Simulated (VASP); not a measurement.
# Na2Pd (P-3m1) in VASP: a series of runs

Runs on Na2Pd. Level: PBE. Tasks: relaxation of cell and atoms, single point.

All numbers are computed with VASP 6.6.1; they aren't measurements. Logs are shortened: lines on timing, memory, paths and dates and some standing lists are left out, and cuts for length are marked.

## Step 1: The cell of the first run

It takes space group P-3m1 (No. 164, trigonal). The conventional cell has a = 3.134 Å, b = 3.134 Å, c = 8.075 Å, α = 90.00°, β = 90.00°, γ = 120.00°. Na (site symmetry 3m) has 3 Pd at 2.91 Å and 6 Na at 3.13 Å within 3.8 Å. Within 3.8 Å of Pd (site symmetry -3m) lie 6 Na at 2.91 Å and 6 Pd at 3.13 Å.

The cell was built from a structure type or drawn by symmetry, and may not be a known phase.

## Step 2: Relaxation of cell and atoms, PBE

The input, INCAR:

```
SYSTEM = Na2Pd
PREC     = Accurate       ! precision mode
ENCUT    = 600            ! plane-wave cutoff, eV
EDIFF    = 1E-7           ! SCF threshold, eV
ISMEAR   = 0              ! smearing method
SIGMA    = 0.1            ! smearing width, eV
LREAL    = .False.        ! projectors in reciprocal space
LASPH    = .True.         ! aspherical terms in the spheres
NELM     = 100            ! most SCF steps
ALGO     = Normal         ! electronic algorithm
ISIF     = 3              ! what is computed and relaxed
LWAVE    = .False.        ! write WAVECAR
LCHARG   = .False.        ! write CHGCAR
GGA      = PE             ! functional
IBRION   = 2              ! ionic algorithm
NSW      = 100            ! ionic steps
EDIFFG   = -0.01          ! ionic threshold
```

The input, KPOINTS:

```
regular mesh
0
Gamma
  18 18 6
  0 0 0
```

The input, POSCAR:

```
Na2Pd
1.0
    3.1339656558      0.0000000000      0.0000000000
   -1.5669828279      2.7140938725      0.0000000000
    0.0000000000      0.0000000000      8.0750863418
Na Pd
2 1
Direct
    0.3333333333      0.6666666667      0.7816636318
    0.6666666667      0.3333333333      0.2183363682
    0.0000000000      0.0000000000      0.5000000000
```

Potentials or basis: VASP PAW PBE potentials, release 64 (Na_pv, Pd).

Command:

```console
cat potpaw_PBE.64/Na_pv/POTCAR potpaw_PBE.64/Pd/POTCAR > POTCAR
mpirun -np 1 vasp_std > vasp.out
```

OUTCAR:

```text
SYSTEM = Na2Pd
   PREC = Accurate
   ENCUT = 600
   EDIFF = 1E-7
   ISMEAR = 0
   LREAL = .False.
   LASPH = .True.
   NELM = 100
   ISIF = 3
   GGA = PE
   IBRION = 2
   NSW = 100
   EDIFFG = -0.01

 ion  position               nearest neighbor table
   1  0.333  0.667  0.782-   3 2.91   3 2.91   3 2.91
   2  0.667  0.333  0.218-   3 2.91   3 2.91   3 2.91
   3  0.000  0.000  0.500-   1 2.91   2 2.91   1 2.91   2 2.91   2 2.91   1 2.91

  LATTYP: Found a hexagonal cell.
 ALAT       =     3.1339656558
 C/A-ratio  =     2.5766352375

  Lattice vectors:

 A1 = (   3.1339656558,   0.0000000000,   0.0000000000)
 A2 = (  -1.5669828279,   2.7140938725,   0.0000000000)
 A3 = (   0.0000000000,   0.0000000000,   8.0750863418)

Analysis of symmetry for initial positions (statically):
=====================================================================
 Subroutine PRICEL returns:
 Original cell was already a primitive cell.

 Routine SETGRP: Setting up the symmetry group for a
 hexagonal supercell.

 Subroutine GETGRP returns: Found 12 space group operations
 (whereof 12 operations were pure point group operations)
 out of a pool of 24 trial point group operations.

The static configuration has the point symmetry D_3d.

Analysis of symmetry for dynamics (positions and initial velocities):
=====================================================================
 Subroutine PRICEL returns:
 Original cell was already a primitive cell.

 Routine SETGRP: Setting up the symmetry group for a
 hexagonal supercell.

 Subroutine GETGRP returns: Found 12 space group operations
 (whereof 12 operations were pure point group operations)
 out of a pool of 24 trial point group operations.

The dynamic configuration has the point symmetry D_3d.

 Subroutine INISYM returns: Found 12 space group operations
 (whereof 12 operations are pure point group operations),
 and found     1 'primitive' translations

----------------------------------------------------------------------------------------

                                     Primitive cell

  volume of cell :      68.6857

  direct lattice vectors                    reciprocal lattice vectors
     3.133965656  0.000000000  0.000000000     0.319084543  0.184223547  0.000000000
    -1.566982828  2.714093872  0.000000000     0.000000000  0.368447094  0.000000000
     0.000000000  0.000000000  8.075086342     0.000000000  0.000000000  0.123837685

  length of vectors
     3.133965656  3.133965656  8.075086342     0.368447094  0.368447094  0.123837685

  position of ions in fractional coordinates (direct lattice)
     0.333333333  0.666666667  0.781663632
     0.666666667  0.333333333  0.218336368
     0.000000000  0.000000000  0.500000000

  ion indices of the primitive-cell ions
   primitive index   ion index
                 1           1
                 2           2
                 3           3

----------------------------------------------------------------------------------------

 KPOINTS: regular mesh

Automatic generation of k-mesh.
 Grid dimensions read from file:
 generate k-points for:   18   18    6

 Generating k-lattice:

  Cartesian coordinates                     Fractional coordinates (reciprocal lattice)
     0.017726919  0.010234641  0.000000000     0.055555556  0.000000000  0.000000000
     0.000000000  0.020469283  0.000000000     0.000000000  0.055555556  0.000000000
     0.000000000  0.000000000  0.020639614     0.000000000  0.000000000  0.166666667

  Length of vectors
     0.020469283  0.020469283  0.020639614

  Shift w.r.t. Gamma in fractional coordinates (k-lattice)
     0.000000000  0.000000000  0.000000000

 Subroutine IBZKPT returns following result:
 ===========================================

 Found    202 irreducible k-points:

 Following reciprocal coordinates:
            Coordinates               Weight
  0.000000  0.000000  0.000000      1.000000
  0.055556  0.000000  0.000000      6.000000
  0.111111  0.000000  0.000000      6.000000
  0.166667  0.000000  0.000000      6.000000
  0.222222  0.000000  0.000000      6.000000
  0.277778  0.000000  0.000000      6.000000
[... 16 lines left out ...]
  0.333333  0.111111  0.000000     12.000000
  0.388889  0.111111  0.000000     12.000000
 [... further k-points ...]
   k-points           NKPTS =    202   k-points in BZ     NKDIM =    202   number of bands    NBANDS=     16
   number of dos      NEDOS =    301   number of ions     NIONS =      3
   total plane-waves  NPLWV =  54880
   dimension x,y,z NGX =    28 NGY =   28 NGZ =   70
   dimension x,y,z NGXF=    56 NGYF=   56 NGZF=  140
   ions per type =               2   1
   NGX,Y,Z   is equivalent  to a cutoff of  14.85, 14.85, 14.41 a.u.
   NGXF,Y,Z  is equivalent  to a cutoff of  29.71, 29.71, 28.82 a.u.
 SYSTEM =  Na2Pd
   PREC   = accura    normal or accurate (medium, high low for compatibility)
   ISTART =      0    job   : 0-new  1-cont  2-samecut
   ICHARG =      2    charge: 1-file 2-atom 10-const
   ISPIN  =      1    spin polarized calculation?
   LNONCOLLINEAR =      F non collinear calculations
   LSORBIT =      F    spin-orbit coupling
   LASPH  =      T    aspherical Exc in radial PAW
   ENCUT  =  600.0 eV  44.10 Ry    6.64 a.u.   6.26  6.26 16.13*2*pi/ulx,y,z
   NELM   =    100;   NELMIN=  2; NELMDL= -5     # of ELM steps
   EDIFF  = 0.1E-06   stopping-criterion for ELM
   LREAL  =      F    real-space projection
   EDIFFG = -.1E-01   stopping-criterion for IOM
   NSW    =    100    number of steps for IOM
   IBRION =      2    ionic relax: 0-MD 1-quasi-New 2-CG
   NFREE  =      1    steps in history (QN), initial steepest desc. (CG)
   ISIF   =      3    stress and relaxation
   ISYM   =      2    0-nonsym 1-usesym 2-fastsym
   POTIM  = 0.5000    time-step for ionic-motion
   TEBEG  =    0.0;   TEEND  =   0.0 temperature during run
   PSTRESS=    0.0 pullay stress
   NELECT =      24.0000    total number of electrons
   NUPDOWN=      -1.0000    fix difference up-down
   EMIN   =  10.00;   EMAX   =-10.00  energy-range for DOS
   EFERMI =   0.00;   METHOD = LEGACY
   ISMEAR =     0;   SIGMA  =   0.10  broadening in eV -4-tet -1-fermi 0-gaus
   EFERMI_NEDOS =   21; number of points for ismear=-14 and -15
   IALGO  =     38    algorithm
   IMIX   =      4    mixing-type and parameters
     AMIX     =   0.40;   BMIX     =  1.00
     AMIX_MAG =   1.60;   BMIX_MAG =  1.00
  volume/ion in A,a.u.               =      22.90       154.50
  Fermi-wavevector in a.u.,A,eV,Ry     =   1.153072  2.178990 18.089972  1.329575
  Thomas-Fermi vector in A             =   2.289719
   LORBIT       =      0    0 simple, 1 ext, 2 COOP (PROOUT), +10 PAW based schemes
   GGA     = PE    functional components
   LHFCALC =     F    Hartree Fock is set to
   AEXX    =    0.0000 exact exchange contribution
   IVDW    =     0    specifies the selected vdW correction
   LEPSILON=     F    determine dielectric tensor
   LRPA    =     F    only Hartree local field effects (RPA)
 conjugate gradient relaxation of ions
 non-spin polarized calculation
 Gauss-broadening in eV      SIGMA  =   0.10
  energy-cutoff  :      600.00
  volume of cell :       68.69
 maximum number of plane-waves:      2324
 NGX is ok and might be reduce to    28
   NGX = 13   NGY = 13   NGZ = 33

--------------------------------------- Ionic step        1  -------------------------------------------

 number of electron      23.9999999 magnetization

 Free energy of the ion-electron system (eV)
  ---------------------------------------------------
  ext. energy  EPLUGINS =         0.00000000
  ---------------------------------------------------
  free energy    TOTEN  =        -7.71359535 eV

  energy without entropy =       -7.70828719  energy(sigma->0) =       -7.71094127

------------------------ aborting loop because EDIFF is reached ----------------------------------------

  FORCE on cell =-STRESS in cart. coord.  units (eV):
  Direction    XX          YY          ZZ          XY          YZ          ZX
  --------------------------------------------------------------------------------------
  -------------------------------------------------------------------------------------
  Total       -0.0010404     -0.0010404     -0.1161233      0.0000000      0.0000000      0.0000000
  in kB       -0.0242677     -0.0242677     -2.7087170      0.0000000      0.0000000      0.0000000
  external PRESSURE =      -0.9190841 kB  Pullay stress =       0.0000000 kB

 VOLUME and BASIS-vectors are now :
 -----------------------------------------------------------------------------
  energy-cutoff  :      600.00
  volume of cell :       68.69
      direct lattice vectors                 reciprocal lattice vectors
     3.133965656  0.000000000  0.000000000     0.319084543  0.184223547  0.000000000
    -1.566982828  2.714093872  0.000000000     0.000000000  0.368447094  0.000000000
     0.000000000  0.000000000  8.075086342     0.000000000  0.000000000  0.123837685
[... 260 lines left out ...]
 POSITION                                       TOTAL-FORCE (eV/Angst)
 -----------------------------------------------------------------------------------
     -0.00000      1.81109      6.25340        -0.000000     -0.000000      0.004682
      1.56845      0.90555      1.69717         0.000000      0.000000     -0.004682
      0.00000     -0.00000      3.97529         0.000000     -0.000000      0.000000
 -----------------------------------------------------------------------------------
    total drift:                               -0.000000      0.000000      0.000000

  FREE ENERGIE OF THE ION-ELECTRON SYSTEM (eV)
  ---------------------------------------------------
  free  energy   TOTEN  =        -7.7167909114 eV

  energy  without entropy=       -7.7107225892  energy(sigma->0) =       -7.71375675

--------------------------------------- Ionic step        9  -------------------------------------------

 number of electron      24.0000001 magnetization

 Free energy of the ion-electron system (eV)
  ---------------------------------------------------
  ext. energy  EPLUGINS =         0.00000000
  ---------------------------------------------------
  free energy    TOTEN  =        -7.71688450 eV

  energy without entropy =       -7.71085325  energy(sigma->0) =       -7.71386888

 E-fermi :   2.9163     XC(G=0):  -8.7405

 val. band max:        2.9157190269   @ k =   0.1667   0.1667   0.0000
 cond. band min:       2.9336268627   @ k =   0.3333   0.0556   0.3333
 fundamental gap:      0.0179078358
 Fermi energy:         2.9162577329

 k-point     1 :       0.0000    0.0000    0.0000
  band No.  band energies     occupation
      1     -21.5168      2.00000
      2     -21.4981      2.00000
      3     -21.4981      2.00000
      4     -21.4971      2.00000
      5     -21.4970      2.00000
      6     -21.4959      2.00000
[... 8 lines left out ...]
     15       7.9092      0.00000
     16       9.5472      0.00000
[... 419 lines left out ...]
 k-point    24 :       0.3889    0.1111    0.0000
  band No.  band energies     occupation
      1     -21.6436      2.00000
      2     -21.6409      2.00000
      3     -21.5433      2.00000
      4     -21.5417      2.00000
      5     -21.4832      2.00000
      6     -21.4783      2.00000
[... 8 lines left out ...]
     15       6.2653      0.00000
     16       7.8937      0.00000

 [... further k-points ...]

------------------------ aborting loop because EDIFF is reached ----------------------------------------

  FORCE on cell =-STRESS in cart. coord.  units (eV):
  Direction    XX          YY          ZZ          XY          YZ          ZX
  --------------------------------------------------------------------------------------
  -------------------------------------------------------------------------------------
  Total        0.0035327      0.0035327      0.0011692      0.0000000      0.0000000      0.0000000
  in kB        0.0838028      0.0838028      0.0277350      0.0000000      0.0000000      0.0000000
  external PRESSURE =       0.0651135 kB  Pullay stress =       0.0000000 kB

 VOLUME and BASIS-vectors are now :
 -----------------------------------------------------------------------------
  energy-cutoff  :      600.00
  volume of cell :       67.54
      direct lattice vectors                 reciprocal lattice vectors
     3.130098853  0.000000000  0.000000000     0.319478728  0.184451130  0.000000000
    -1.565049426  2.710745123  0.000000000     0.000000000  0.368902259  0.000000000
     0.000000000 -0.000000000  7.959917495     0.000000000  0.000000000  0.125629443

 POSITION                                       TOTAL-FORCE (eV/Angst)
 -----------------------------------------------------------------------------------
     -0.00000      1.80716      6.26345         0.000000     -0.000000      0.000057
      1.56505      0.90358      1.69647        -0.000000      0.000000     -0.000057
      0.00000     -0.00000      3.97996         0.000000      0.000000      0.000000
 -----------------------------------------------------------------------------------
    total drift:                               -0.000000      0.000000      0.000000

  FREE ENERGIE OF THE ION-ELECTRON SYSTEM (eV)
  ---------------------------------------------------
  free  energy   TOTEN  =        -7.7168845028 eV

  energy  without entropy=       -7.7108532519  energy(sigma->0) =       -7.71386888

 reached required accuracy - stopping structural energy minimisation
```

Run time: 17 min. Hardware: 1 thread of Intel Xeon Platinum 8488C (Sapphire Rapids), shared host; peak memory 0.44 GiB.

What came out:

```yaml
Free_energy: -7.7169 eV
Relaxed_volume: 22.51 Å³/atom
Relaxed_cell: a = 3.130 Å, b = 3.130 Å, c = 7.960 Å, α = 90.00°, β = 90.00°, γ = 120.00°
Space_group_after_relaxing_to_0.1_Å: P-3m1 (No. 164)
Energy_gained_by_relaxing: 1.1 meV/atom
Ionic_steps: 9
Pressure_after_relaxing: 0.0 GPa
Band_gap_on_the_k_mesh: zero (bands 12 and 13 overlap by 4.02 eV)
```

The path:
```csv
step,energy change (eV),largest force (eV/Å),pressure (GPa),volume (Å³)
1,0.0000,0.0562,-0.09,68.69
2,-0.0005,0.0564,-0.05,68.56
3,-0.0016,0.0564,0.05,68.16
4,-0.0021,0.0548,0.27,67.38
5,-0.0022,0.0558,0.20,67.61
6,-0.0026,0.0416,0.13,67.67
7,-0.0031,0.0062,-0.06,67.83
8,-0.0032,0.0047,-0.05,67.75
9,-0.0033,0.0001,0.01,67.54
```

Final structure:
```yaml
crystal:
  lattice:
    - [3.13010, 0.00000, 0.00000]
    - [-1.56505, 2.71075, 0.00000]
    - [0.00000, 0.00000, 7.95992]
  atoms:
    - { symbol: Na, position: [0.33333, 0.66667, 0.78687] }
    - { symbol: Na, position: [0.66667, 0.33333, 0.21313] }
    - { symbol: Pd, position: [0.00000, 0.00000, 0.50000] }
```

Levels at points of the mesh, in eV from the Fermi level:
```tsv
k point	band 10	band 11	band 12	band 13	band 14	band 15
(0.00, 0.00, 0.00)	-1.74	-1.53	-1.32	-1.05	-1.05	4.99
(0.50, 0.00, 0.00)	-1.33	-0.32	0.94	1.84	2.92	3.24
(0.00, 0.00, 0.50)	-1.74	-1.74	-1.05	-1.05	0.98	2.30
(0.50, 0.00, 0.50)	-1.33	-0.32	1.15	1.64	2.33	2.97
```

## Step 3: Single point, PBE

The input, INCAR:

```
SYSTEM = Na2Pd
  PREC = Accurate
  ENCUT = 520
  EDIFF = 1E-7
  ISMEAR = 0
  SIGMA = 0.1
  LREAL = .False.
  LASPH = .True.
  NELM = 100
  ALGO = Normal
  ISIF = 2
  LWAVE = .False.
  LCHARG = .False.
  GGA = PE
  NBANDS = 19
```

The input, KPOINTS:

```
Automatic mesh
0
Gamma
  6 6 2
  0 0 0
```

The input, POSCAR:

```
Na2Pd
1.0
    3.1339656558      0.0000000025      0.0000000000
   -1.5669828301      2.7140938712      0.0000000000
    0.0000000000      0.0000000000      8.0750863418
Na Pd
2 1
Direct
    0.3333333333      0.6666666667      0.7816636318
    0.6666666667      0.3333333333      0.2183363682
    0.0000000000      0.0000000000      0.5000000000
```

Potentials or basis: VASP PAW PBE potentials, release 64 (Na_pv, Pd).

Command:

```console
cat potpaw_PBE.64/Na_pv/POTCAR potpaw_PBE.64/Pd/POTCAR > POTCAR
mpirun -np 1 vasp_std > vasp.out
```

Wall time 9.7 s (1 thread of Intel Xeon Platinum 8488C (Sapphire Rapids), shared host); peak memory 0.18 GiB.

The run converged. Its results:

```
Free energy            : -7.7890 eV
Pressure               : -0.1 GPa
Band gap on the k mesh : zero (bands 12 and 13 overlap by 3.96 eV)
```

Levels at points of the mesh, in eV from the Fermi level:
```csv
k point,band 8,band 9,band 10,band 11,band 12,band 13,band 14,band 15,band 16,band 17
"(0.00, 0.00, 0.00)",-2.88,-1.62,-1.62,-1.50,-1.26,-0.93,-0.93,4.83,6.47,14.14
"(0.50, 0.00, 0.00)",-2.45,-1.67,-1.20,-0.20,1.04,1.93,2.97,3.28,4.04,5.27
"(0.00, 0.00, 0.50)",-3.12,-2.52,-1.62,-1.62,-0.93,-0.93,0.99,2.19,9.37,11.70
"(0.50, 0.00, 0.50)",-2.46,-1.65,-1.20,-0.20,1.24,1.74,2.41,3.04,5.34,6.46
```

Caveat: the k points lie up to 0.39 Å⁻¹ apart, too coarse for converged energies and pressures of a metal.
